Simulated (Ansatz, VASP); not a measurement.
## One calculation of ZrMo2C2, two programs

INCAR

```
  PREC = Accurate
  ENCUT = 600
  EDIFF = 1E-7
  ISMEAR = 0
  SIGMA = 0.1
  LREAL = F
  LASPH = T
  NELM = 80
  ALGO = Normal
  ISIF = 3
  LWAVE = F
  LCHARG = F
  GGA = PE
  IBRION = 2
  NSW = 90
  EDIFFG = -0.04
```

The input KPOINTS:

```
regular mesh
0
Gamma
  4 4 4
```

Contents of POSCAR:

```
ZrMo2C2
1.0
    4.3890225400      0.0000000000      0.0000000000
    0.0000000000      4.3890225400      0.0000000000
    0.0000000000      0.0000000000      4.3152035200
Zr Mo C
1 2 2
Direct
    0.0000000000      0.0000000000      0.0000000000
    0.5000000000      0.0000000000      0.5000000000
    0.0000000000      0.5000000000      0.5000000000
    0.5000000000      0.5000000000      0.7559399300
    0.5000000000      0.5000000000      0.2440600700
```

Input for Ansatz:

```yaml
crystal:
  lattice:
    - [4.38902254, 0.0, 0.0]
    - [0.0, 4.38902254, 0.0]
    - [0.0, 0.0, 4.31520352]
  atoms:
    - { symbol: Zr, position: [0.0, 0.0, 0.0] }
    - { symbol: Mo, position: [0.5, 0.0, 0.5] }
    - { symbol: Mo, position: [0.0, 0.5, 0.5] }
    - { symbol: C, position: [0.5, 0.5, 0.75593993] }
    - { symbol: C, position: [0.5, 0.5, 0.24406007] }
basis:
  ecutwfc: 420
kpoints:
  mp_grid: { grid: [4, 4, 4] }
hamiltonian:
  xc: pbe
scf:
  occupations: { method: gaussian, width: 0.1 }
  lower_state_search: "off"
output:
  forces: true
  stress: true
  eigenvalues: true
relax:
  adjacent_minimum: "off"
  f_tol: 0.04
  max_steps: 70
  cell: { stress_tol: 0.4 }
```

Alike in both runs: task relaxation of cell and atoms; functional PBE; k mesh 4 × 4 × 4; occupations gaussian, width 0.1 eV; no spin polarisation.

|  | VASP | Ansatz |
| --- | --- | --- |
| version | VASP 6.6.1 | Ansatz 0.2.0 |
| potentials or method | VASP PAW PBE potentials, release 64 (Zr_sv, Mo_sv, C), cutoff 600 eV | scalar-relativistic, plane waves, PAW |
| valence electrons in the cell | 48 | 48 |

```csv
,VASP,Ansatz,Ansatz less VASP
"gap on the k mesh at the Fermi level, each at its own relaxed structure (eV)",none,none,-
relaxed volume (Å³/atom),12.18,12.16,-0.014
relaxed length of the cell vector where the two differ most in proportion (Å),4.613,4.609,-0.0040
```

A gap of «none» marks a metal or a gap that the smearing closes.

The k mesh is coarse, so the values compare programs but aren't converged. Noted on VASP's run: the volume moved by over 15 % at a fixed basis, so the end points are rough.
